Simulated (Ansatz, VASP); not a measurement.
**One calculation of Si7Ge, two programs**

Contents of INCAR:

```
PREC = Accurate ; ENCUT = 520
EDIFF = 1E-6 ; ISMEAR = 0
SIGMA = 0.03 ; LREAL = False
LASPH = True ; NELM = 100
ALGO = Normal ; ISIF = 2
LWAVE = False ; LCHARG = False
GGA = PS ; NBANDS = 31
```

File KPOINTS:

```
Automatic mesh
0
Gamma
  6 6 6
```

POSCAR

```
Si7Ge
1.0
    5.4591768100      0.0000000000      0.0000000000
    0.0000000000      5.4591768100      0.0000000000
    0.0000000000      0.0000000000      5.4591768100
Si Ge
7 1
Direct
    0.2388870379      0.2388870379      0.2388870379
    0.0200989416      0.5036624366      0.5036624366
    0.5036624366      0.5036624366      0.0200989416
    0.5036624366      0.0200989416      0.5036624366
    0.7508025318      0.2731087529      0.7508025318
    0.7508025318      0.7508025318      0.2731087529
    0.2731087529      0.7508025318      0.7508025318
   -0.0158636629     -0.0158636629     -0.0158636629
```

Input for Ansatz:

```yaml
crystal:
  lattice:
    - [5.45917681, 0.0, 0.0]
    - [0.0, 5.45917681, 0.0]
    - [0.0, 0.0, 5.45917681]
  atoms:
    - { symbol: Si, position: [0.2388870379, 0.2388870379, 0.2388870379] }
    - { symbol: Si, position: [0.0200989416, 0.5036624366, 0.5036624366] }
    - { symbol: Si, position: [0.5036624366, 0.5036624366, 0.0200989416] }
    - { symbol: Si, position: [0.5036624366, 0.0200989416, 0.5036624366] }
    - { symbol: Si, position: [0.7508025318, 0.2731087529, 0.7508025318] }
    - { symbol: Si, position: [0.7508025318, 0.7508025318, 0.2731087529] }
    - { symbol: Si, position: [0.2731087529, 0.7508025318, 0.7508025318] }
    - { symbol: Ge, position: [-0.0158636629, -0.0158636629, -0.0158636629] }
basis:
  ecutwfc: 420
kpoints:
  mp_grid: { grid: [6, 6, 6] }
hamiltonian:
  xc: pbesol
scf:
  occupations: { method: gaussian, width: 0.03 }
output:
  forces: true
  stress: true
  eigenvalues: true
  write_density: true
  write_potential: true
  elf: true
  volumetric_format: npy
```

Change from the starting cell: mode 4 (110.9 1/cm) frozen in, largest displacement -0.150 Å.

Alike in both runs: task single point; functional PBEsol; k mesh 6 × 6 × 6; occupations gaussian, width 0.03 eV; no spin polarisation.

|  | VASP | Ansatz |
| --- | --- | --- |
| version | VASP 6.6.1 | Ansatz 0.2.0 |
| potentials or method | VASP PAW PBE potentials, release 64 (Si, Ge_d), cutoff 520 eV | scalar-relativistic, plane waves, PAW |
| valence electrons in the cell | 42 | 42 |

|  | VASP | Ansatz | Ansatz less VASP |
| --- | --- | --- | --- |
| gap on the k mesh at the Fermi level (eV) | 0.25 | 0.25 | +0.004 |
| least direct gap on the mesh (eV) | 0.25 | 0.25 | +0.004 |
| pressure (GPa) | -0.4 | -0.5 | -0.06 |
| rms of the force components (eV/Å) | 0.130 | 0.129 | -0.0004 |

VASP's potentials were made for PBE, not for PBEsol. Atom by atom the forces differ by 0.003 eV/Å (rms over components). The functional is the same, so the differences come from potentials, cutoffs and numerics.
